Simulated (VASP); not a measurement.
# Al2O3 (Al2O3 (R-3c)) (R-3c) in VASP: settings compared, part 2 of 2

VASP 6.6.1.

## (4) Single point, PBE

Input file INCAR:

```
  ALGO = Normal
  EDIFF = 1E-7
  ENCUT = 520
  GGA = PE
  ISIF = 2
  ISMEAR = -1
  LASPH = True
  LCHARG = False
  LREAL = False
  LWAVE = False
  NBANDS = 35
  NELM = 60
  PREC = Accurate
  SIGMA = 0.01
```

Input file KPOINTS:

```
Automatic mesh
0
Gamma
  4 4 4
  0.5 0.5 0.5
```

Input file POSCAR:

```
Al2O3
1.0
    2.4039417600      1.3879164250      4.3742070950
   -2.4039417600      1.3879164250      4.3742070950
    0.0000000000     -2.7758328450      4.3742070950
Al O
4 6
Direct
    0.6479213249      0.6479213249      0.6479213249
    0.8520786751      0.8520786751      0.8520786751
    0.1479213249      0.1479213249      0.1479213249
    0.3520786751      0.3520786751      0.3520786751
    0.4436562505      0.0563437495      0.7500000000
    0.9436562505      0.2500000000      0.5563437495
    0.0563437495      0.7500000000      0.4436562505
    0.7500000000      0.4436562505      0.0563437495
    0.2500000000      0.5563437495      0.9436562505
    0.5563437495      0.9436562505      0.2500000000
```

Potentials or basis: VASP PAW PBE potentials, release 64 (Al, O).

The run is started by

```console
cat potpaw_PBE.64/Al/POTCAR potpaw_PBE.64/O/POTCAR > POTCAR
mpirun -np 1 vasp_std > vasp.out
```

OUTCAR:

```text
EDIFF = 1E-7
   ENCUT = 520
   GGA = PE
   ISIF = 2
   ISMEAR = -1
   LASPH = True
   LREAL = False
   NELM = 60
   PREC = Accurate

 ion  position               nearest neighbor table
   1  0.648  0.648  0.648-   6 1.87  10 1.87   9 1.87   5 1.99   8 1.99   7 1.99   2 2.68   4 2.82
                             4 2.82   4 2.82   2 3.25   2 3.25   2 3.25
   2  0.852  0.852  0.852-   9 1.87  10 1.87   6 1.87   5 1.99   7 1.99   8 1.99   1 2.68   3 2.82
                             3 2.82   3 2.82   1 3.25   1 3.25   1 3.25
   3  0.148  0.148  0.148-   8 1.87   5 1.87   7 1.87  10 1.99   6 1.99   9 1.99   4 2.68   2 2.82
                             2 2.82   2 2.82   4 3.25   4 3.25   4 3.25
   4  0.352  0.352  0.352-   7 1.87   5 1.87   8 1.87  10 1.99   9 1.99   6 1.99   3 2.68   1 2.82
                             1 2.82   1 2.82   3 3.25   3 3.25   3 3.25
   5  0.444  0.056  0.750-   3 1.87   4 1.87   1 1.99   2 1.99
   6  0.944  0.250  0.556-   1 1.87   2 1.87   3 1.99   4 1.99
   7  0.056  0.750  0.444-   4 1.87   3 1.87   2 1.99   1 1.99
   8  0.750  0.444  0.056-   3 1.87   4 1.87   1 1.99   2 1.99
   9  0.250  0.556  0.944-   2 1.87   1 1.87   4 1.99   3 1.99
  10  0.556  0.944  0.250-   1 1.87   2 1.87   3 1.99   4 1.99

  LATTYP: Found a trigonal (rhomboedric) cell.
 ALAT       =     5.1806308205
 COS(alpha) =     0.5693617618

  Lattice vectors:

 A1 = (   2.4039417600,   1.3879164250,   4.3742070950)
 A2 = (  -2.4039417600,   1.3879164250,   4.3742070950)
 A3 = (   0.0000000000,  -2.7758328450,   4.3742070950)

Analysis of symmetry for initial positions (statically):
=====================================================================
 Subroutine PRICEL returns:
 Original cell was already a primitive cell.

 Routine SETGRP: Setting up the symmetry group for a
 trigonal (rhombohedral) supercell.

 Subroutine GETGRP returns: Found 12 space group operations
 (whereof  6 operations were pure point group operations)
 out of a pool of 12 trial point group operations.

The static configuration has the point symmetry S_6 .
 The point group associated with its full space group is D_3d.

Analysis of symmetry for dynamics (positions and initial velocities):
=====================================================================
 Subroutine PRICEL returns:
 Original cell was already a primitive cell.

 Routine SETGRP: Setting up the symmetry group for a
 trigonal (rhombohedral) supercell.

 Subroutine GETGRP returns: Found 12 space group operations
 (whereof  6 operations were pure point group operations)
 out of a pool of 12 trial point group operations.

The dynamic configuration has the point symmetry S_6 .
 The point group associated with its full space group is D_3d.

 Subroutine INISYM returns: Found 12 space group operations
 (whereof  6 operations are pure point group operations),
 and found     1 'primitive' translations

----------------------------------------------------------------------------------------

                                     Primitive cell

  volume of cell :      87.5665

  direct lattice vectors                    reciprocal lattice vectors
     2.403941760  1.387916425  4.374207095     0.207991728  0.120084080  0.076204287
[... 62 lines left out ...]
 -0.125000  0.125000  0.125000      6.000000
  0.375000  0.375000  0.125000      6.000000
 -0.375000  0.375000  0.125000     12.000000
 -0.125000  0.375000  0.125000     12.000000
 -0.375000 -0.375000  0.125000      6.000000
  0.375000  0.375000  0.375000      2.000000
 -0.375000  0.375000  0.375000      6.000000
   k-points           NKPTS =     10   k-points in BZ     NKDIM =     10   number of bands    NBANDS=     35
   number of dos      NEDOS =    301   number of ions     NIONS =     10
   total plane-waves  NPLWV =  64000
   dimension x,y,z NGX =    40 NGY =   40 NGZ =   40
   dimension x,y,z NGXF=    80 NGYF=   80 NGZF=   80
   ions per type =               4   6
   NGX,Y,Z   is equivalent  to a cutoff of  12.84, 12.84, 12.84 a.u.
   NGXF,Y,Z  is equivalent  to a cutoff of  25.67, 25.67, 25.67 a.u.
 SYSTEM =  unknown system
   PREC   = accura    normal or accurate (medium, high low for compatibility)
   ISTART =      0    job   : 0-new  1-cont  2-samecut
   ICHARG =      2    charge: 1-file 2-atom 10-const
   ISPIN  =      1    spin polarized calculation?
   LNONCOLLINEAR =      F non collinear calculations
   LSORBIT =      F    spin-orbit coupling
   LASPH  =      T    aspherical Exc in radial PAW
   ENCUT  =  520.0 eV  38.22 Ry    6.18 a.u.   9.63  9.63  9.63*2*pi/ulx,y,z
   NELM   =     60;   NELMIN=  2; NELMDL= -5     # of ELM steps
   EDIFF  = 0.1E-06   stopping-criterion for ELM
   LREAL  =      F    real-space projection
   EDIFFG = 0.1E-05   stopping-criterion for IOM
   NSW    =      0    number of steps for IOM
   IBRION =     -1    ionic relax: 0-MD 1-quasi-New 2-CG
   NFREE  =      0    steps in history (QN), initial steepest desc. (CG)
   ISIF   =      2    stress and relaxation
   ISYM   =      2    0-nonsym 1-usesym 2-fastsym
   POTIM  = 0.5000    time-step for ionic-motion
   TEBEG  =    0.0;   TEEND  =   0.0 temperature during run
   PSTRESS=    0.0 pullay stress
   NELECT =      48.0000    total number of electrons
   NUPDOWN=      -1.0000    fix difference up-down
   EMIN   =  10.00;   EMAX   =-10.00  energy-range for DOS
   EFERMI =   0.00;   METHOD = LEGACY
   ISMEAR =    -1;   SIGMA  =   0.01  broadening in eV -4-tet -1-fermi 0-gaus
   EFERMI_NEDOS =   21; number of points for ismear=-14 and -15
   IALGO  =     38    algorithm
   IMIX   =      4    mixing-type and parameters
     AMIX     =   0.40;   BMIX     =  1.00
     AMIX_MAG =   1.60;   BMIX_MAG =  1.00
  volume/ion in A,a.u.               =       8.76        59.09
  Fermi-wavevector in a.u.,A,eV,Ry     =   1.339808  2.531870 24.423627  1.795086
  Thomas-Fermi vector in A             =   2.468171
   LORBIT       =      0    0 simple, 1 ext, 2 COOP (PROOUT), +10 PAW based schemes
   GGA     = PE    functional components
[... 5 lines left out ...]
 non-spin polarized calculation
  energy-cutoff  :      520.00
  volume of cell :       87.57
 maximum number of plane-waves:      2365
   NGX = 19   NGY = 19   NGZ = 19

 number of electron      48.0000008 magnetization

 Free energy of the ion-electron system (eV)
  ---------------------------------------------------
  ext. energy  EPLUGINS =         0.00000000
  ---------------------------------------------------
  free energy    TOTEN  =       -74.81187950 eV

  energy without entropy =      -74.81187950  energy(sigma->0) =      -74.81187950

 E-fermi :   6.0217     XC(G=0): -11.5400

 val. band max:        5.7637550151   @ k =   0.1250   0.1250   0.1250
 cond. band min:      11.9554605712   @ k =   0.1250   0.1250   0.1250
 fundamental gap:      6.1917055561
 Fermi energy:         6.0216989521

 k-point     1 :       0.1250    0.1250    0.1250
  band No.  band energies     occupation
      1     -13.1463      2.00000
      2     -11.1042      2.00000
      3     -10.7183      2.00000
      4     -10.7183      2.00000
      5     -10.4356      2.00000
      6     -10.4356      2.00000
[... 369 lines left out ...]
     34      18.7799      0.00000
     35      19.5775      0.00000

------------------------ aborting loop because EDIFF is reached ----------------------------------------

  FORCE on cell =-STRESS in cart. coord.  units (eV):
  Direction    XX          YY          ZZ          XY          YZ          ZX
  --------------------------------------------------------------------------------------
  -------------------------------------------------------------------------------------
  Total       -0.0351614     -0.0351614     -0.0316057     -0.0000000     -0.0000000      0.0000000
  in kB       -0.6433377     -0.6433377     -0.5782804     -0.0000000     -0.0000000      0.0000000
  external PRESSURE =      -0.6216520 kB  Pullay stress =       0.0000000 kB

 VOLUME and BASIS-vectors are now :
 -----------------------------------------------------------------------------
  energy-cutoff  :      520.00
  volume of cell :       87.57
      direct lattice vectors                 reciprocal lattice vectors
     2.403941760  1.387916425  4.374207095     0.207991728  0.120084080  0.076204287
    -2.403941760  1.387916425  4.374207095    -0.207991728  0.120084080  0.076204287
     0.000000000 -2.775832845  4.374207095     0.000000000 -0.240168160  0.076204287

 POSITION                                       TOTAL-FORCE (eV/Angst)
 -----------------------------------------------------------------------------------
      0.00000      0.00000      8.50243         0.000000     -0.000000     -0.015015
      0.00000      0.00000     11.18151         0.000000      0.000000      0.015015
      0.00000      0.00000      1.94112         0.000000     -0.000000     -0.015015
      0.00000      0.00000      4.62020         0.000000      0.000000      0.015015
      0.93108     -1.38792      5.46776         0.015950     -0.000000      0.000000
      1.66751      0.11238      7.65486         0.007975      0.013813     -0.000000
     -1.66751     -0.11238      5.46776        -0.007975     -0.013813     -0.000000
      0.73643      1.50029      5.46776        -0.007975      0.013813     -0.000000
     -0.73643     -1.50029      7.65486         0.007975     -0.013813     -0.000000
     -0.93108      1.38792      7.65486        -0.015950     -0.000000      0.000000
 -----------------------------------------------------------------------------------
    total drift:                               -0.000000      0.000000     -0.000000

  FREE ENERGIE OF THE ION-ELECTRON SYSTEM (eV)
  ---------------------------------------------------
  free  energy   TOTEN  =       -74.8118794973 eV

  energy  without entropy=      -74.8118794973  energy(sigma->0) =      -74.81187950
```

Wall time 67 s (1 thread of AMD EPYC 7R43 (Zen 3), shared host); peak memory 0.19 GiB.

Results:

* Free energy: -74.8119 eV
* Pressure: -0.1 GPa
* Largest force: 0.016 eV/Å
* Band gap on the k mesh: 6.19 eV, direct

Forces in eV/Å, atoms in the order of the input:
```
Al   0.000  0.000 -0.015
Al   0.000  0.000  0.015
Al   0.000  0.000 -0.015
Al   0.000  0.000  0.015
O    0.016  0.000  0.000
O    0.008  0.014  0.000
O   -0.008 -0.014  0.000
O   -0.008  0.014  0.000
O    0.008 -0.014  0.000
O   -0.016  0.000  0.000
```

A k mesh can miss the band edges. A hybrid or GW would open this gap; PBE tends to underestimate it.

## (5) Relaxation of the atoms, PBE

Input file INCAR:

```
SYSTEM = Al2O3
PREC = Accurate ; ENCUT = 520
EDIFF = 1E-7 ; ISMEAR = 0
SIGMA = 0.01 ; LREAL = .FALSE.
LASPH = .TRUE. ; NELM = 60
ALGO = Normal ; ISIF = 2
LWAVE = .FALSE. ; LCHARG = .FALSE.
GGA = PE ; IBRION = 2
NSW = 100 ; EDIFFG = -0.03
```

Input file KPOINTS:

```
regular mesh
0
G
  2 2 2
  0 0 0
```

Input file POSCAR:

```
Al2O3
1.0
    2.4039417600      1.3879164250      4.3742070950
   -2.4039417600      1.3879164250      4.3742070950
    0.0000000000     -2.7758328450      4.3742070950
Al O
4 6
Direct
    0.6478877100      0.6478877100      0.6478877100
    0.8521122900      0.8521122900      0.8521122900
    0.1478877100      0.1478877100      0.1478877100
    0.3521122900      0.3521122900      0.3521122900
    0.4438508600      0.0561491400      0.7500000000
    0.9438508600      0.2500000000      0.5561491400
    0.0561491400      0.7500000000      0.4438508600
    0.7500000000      0.4438508600      0.0561491400
    0.2500000000      0.5561491400      0.9438508600
    0.5561491400      0.9438508600      0.2500000000
```

The run is started by

```console
cat potpaw_PBE.64/Al/POTCAR potpaw_PBE.64/O/POTCAR > POTCAR
mpirun -np 1 vasp_std > vasp.out
```

Run time: 51 s. Hardware: 1 thread of AMD EPYC 7R43 (Zen 3), shared host; peak memory 0.19 GiB.

Results (log left out):

```yaml
Free_energy: -74.7547 eV
Energy_gained_by_relaxing: 0.0 meV/atom
Ionic_steps: 2
Pressure_after_relaxing: -0.2 GPa
Largest_force_after_relaxing: 0.004 eV/Å
Band_gap_on_the_k_mesh: 5.84 eV, direct
```

Forces on the atoms (eV/Å):
```
Al   0.000  0.000  0.000
Al   0.000  0.000  0.000
Al   0.000  0.000  0.000
Al   0.000  0.000  0.000
O    0.004  0.000  0.000
O    0.002  0.004  0.000
O   -0.002 -0.004  0.000
O   -0.002  0.004  0.000
O    0.002 -0.004  0.000
O   -0.004  0.000  0.000
```

Stress tensor (GPa, compression positive):
```
-0.05  0.00  0.00
 0.00 -0.05  0.00
 0.00  0.00 -0.46
```

Step by step:
```
step  energy change (eV)  largest force (eV/Å)  pressure (GPa)
   1              0.0000                0.0360           -0.17
   2             -0.0002                0.0042           -0.18
```

Final structure:
```xyz
10
Lattice="2.4039 1.3879 4.3742 -2.4039 1.3879 4.3742 0.0000 -2.7758 4.3742" Properties=species:S:1:pos:R:3 pbc="T T T"
Al    0.0000    0.0000    8.5009
Al    0.0000    0.0000   11.1830
Al    0.0000    0.0000    1.9396
Al    0.0000    0.0000    4.6217
O     0.9303   -1.3879    5.4678
O     1.6671    0.1117    7.6549
O    -1.6671   -0.1117    5.4678
O     0.7368    1.4996    5.4678
O    -0.7368   -1.4996    7.6549
O    -0.9303    1.3879    7.6549
```

Levels at points of the mesh, in eV from the valence-band top:
| k point | band 20 | band 21 | band 22 | band 23 | band 24 | band 25 | band 26 | band 27 | band 28 | band 29 |
| --- | --- | --- | --- | --- | --- | --- | --- | --- | --- | --- |
| (0.00, 0.00, 0.00) | -0.46 | -0.46 | -0.04 | -0.04 | 0.00 | 5.84 | 8.90 | 10.35 | 11.25 | 11.25 |
| (0.50, 0.00, 0.00) | -1.29 | -0.86 | -0.86 | -0.25 | -0.25 | 9.13 | 9.13 | 9.34 | 9.34 | 11.60 |
| (0.50, 0.50, 0.00) | -1.25 | -0.98 | -0.88 | -0.70 | -0.24 | 9.35 | 9.48 | 9.61 | 10.12 | 10.89 |
| (0.50, 0.50, 0.50) | -1.93 | -0.36 | -0.36 | -0.36 | -0.36 | 8.35 | 8.35 | 10.82 | 10.82 | 12.08 |

Caveat: the k points lie up to 0.79 Å⁻¹ apart.

## (6) Single point, HSE06

Input file POSCAR:

```
Al2O3
1.0
    2.4039417600      1.3879164250      4.3742070950
   -2.4039417600      1.3879164250      4.3742070950
    0.0000000000     -2.7758328450      4.3742070950
Al O
4 6
Direct
    0.6479213249      0.6479213249      0.6479213249
    0.8520786751      0.8520786751      0.8520786751
    0.1479213249      0.1479213249      0.1479213249
    0.3520786751      0.3520786751      0.3520786751
    0.4436562505      0.0563437495      0.7500000000
    0.9436562505      0.2500000000      0.5563437495
    0.0563437495      0.7500000000      0.4436562505
    0.7500000000      0.4436562505      0.0563437495
    0.2500000000      0.5563437495      0.9436562505
    0.5563437495      0.9436562505      0.2500000000
```

Input file INCAR.step1:

```
SYSTEM = Al2O3
PREC = Accurate
ENCUT = 520
EDIFF = 1E-5
ISMEAR = -1
SIGMA = 0.01
LREAL = .FALSE.
LASPH = .TRUE.
NELM = 80
ALGO = Normal
ISIF = 2
LWAVE = .TRUE.
LCHARG = .FALSE.
NBANDS = 35
GGA = PE
```

Input file INCAR.step2:

```
SYSTEM = Al2O3
PREC = Accurate
ENCUT = 520
EDIFF = 1E-6
ISMEAR = -1
SIGMA = 0.01
LREAL = .FALSE.
LASPH = .TRUE.
NELM = 80
ALGO = Normal
ISIF = 2
LWAVE = .FALSE.
LCHARG = .FALSE.
GGA = PE
LHFCALC = .TRUE.
HFSCREEN = 0.2079
PRECFOCK = Fast
NBANDS = 35
ISTART = 1
```

Input file KPOINTS:

```
Automatic mesh
0
G
  2 2 2
  0 0 0
```

Potentials or basis: VASP PAW PBE potentials, release 64 (Al, O).

The run is started by

```console
cat potpaw_PBE.64/Al/POTCAR potpaw_PBE.64/O/POTCAR > POTCAR
cp INCAR.step1 INCAR
mpirun -np 1 vasp_std > vasp.out
cp INCAR.step2 INCAR
mpirun -np 1 vasp_std > vasp.out
```

Run time: 7.3 min. Hardware: 1 thread of AMD EPYC 7R43 (Zen 3), shared host; peak memory 0.28 GiB.

The run converged. Its results:

- Free energy: -90.1990 eV
- Pressure: -8.4 GPa
- Largest force: 0.025 eV/Å
- Band gap on the k mesh: 7.70 eV, direct

Forces on the atoms (eV/Å):
```
Al   0.000  0.000  0.006
Al   0.000  0.000 -0.006
Al   0.000  0.000  0.006
Al   0.000  0.000 -0.006
O    0.025  0.000  0.000
O    0.012  0.021  0.000
O   -0.012 -0.021  0.000
O   -0.012  0.021  0.000
O    0.012 -0.021  0.000
O   -0.025  0.000  0.000
```

Stress tensor (GPa, compression positive):
```
-8.54  0.00  0.00
 0.00 -8.54  0.00
 0.00  0.00 -8.16
```

Levels at points of the mesh, in eV from the valence-band top:
```
           k point  band 21  band 22  band 23  band 24  band 25  band 26  band 27  band 28
(0.00, 0.00, 0.00)    -0.55    -0.05    -0.05     0.00     7.70    10.80    12.42    13.29
(0.50, 0.00, 0.00)    -0.97    -0.97    -0.30    -0.30    11.14    11.14    11.30    11.30
(0.50, 0.50, 0.00)    -1.08    -0.94    -0.75    -0.29    11.38    11.39    11.63    12.13
(0.50, 0.50, 0.50)    -0.40    -0.40    -0.40    -0.40    10.30    10.30    12.80    12.80
```

Caveat: the k points lie up to 0.79 Å⁻¹ apart; the PAW data sets were made with another functional, which shifts forces and pressure a little.

## (7) The runs side by side

```tsv
task	level	cell	k mesh	smearing	grid for exact exchange (PRECFOCK)	screening parameter	gap on the mesh (eV)	pressure (GPa)	largest force (eV/Å)
single point	PBE	as given	2 × 2 × 2	gaussian 0.01 eV	-	-	5.85	-0.2	0.03
single point	r2SCAN	as given	2 × 2 × 2	fermi-dirac 0.01 eV	-	-	6.75	-7.9	0.02
single point	PBE	as given	4 × 4 × 4, shifted	fermi-dirac 0.01 eV	-	-	6.19	-0.1	0.02
relaxation of the atoms	PBE	atoms relaxed	2 × 2 × 2	gaussian 0.01 eV	-	-	5.84	-0.2	-
single point	HSE06	as given	2 × 2 × 2	fermi-dirac 0.01 eV	Fast	0.2079 1/Å	7.70	-8.4	0.02
```

Alike in all rows: potentials or basis VASP PAW PBE potentials, release 64 (Al, O); no spin polarisation; cutoff (eV) 520.

Caveats: some runs use coarse meshes; the PAW data sets were made with another functional, which shifts forces and pressure a little (some runs).

Total energies depend on the potentials used, so only differences within one code and one set of settings carry meaning.
